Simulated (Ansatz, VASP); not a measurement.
# Two plane-wave programs on Os

```xyz
1
Lattice="0.0000 1.9159 1.9159 1.9159 0.0000 1.9159 1.9159 1.9159 0.0000" Properties=species:S:1:pos:R:3 pbc="T T T"
Os    0.0000    0.0000    0.0000
```

Alike in both runs: functional r2SCAN; k mesh 18 × 18 × 18; occupations gaussian, width 0.1 eV; no spin polarisation.

Ansatz relaxed the structure, and its values are those at the end. VASP's run is a single point on that final structure, the one shown.

|  | VASP | Ansatz |
| --- | --- | --- |
| version | VASP 6.6.1 | Ansatz 0.2.0 |
| potentials or method | VASP PAW PBE potentials, release 64 (Os_sv_GW), cutoff 550 eV | scalar-relativistic, plane waves, PAW |
| valence electrons in the cell | 16 | 16 |

VASP gave:

- gap on the k mesh at the Fermi level (eV): none
- pressure (GPa): -1.9

Problem. Estimate Ansatz's values.

Solution. gap on the k mesh at the Fermi level (eV): none; pressure (GPa): 0.0.

VASP's potentials were made for PBE, not for r2SCAN. A gap of «none» marks a metal or a gap that the smearing closes.

Neither program's run includes spin-orbit coupling.
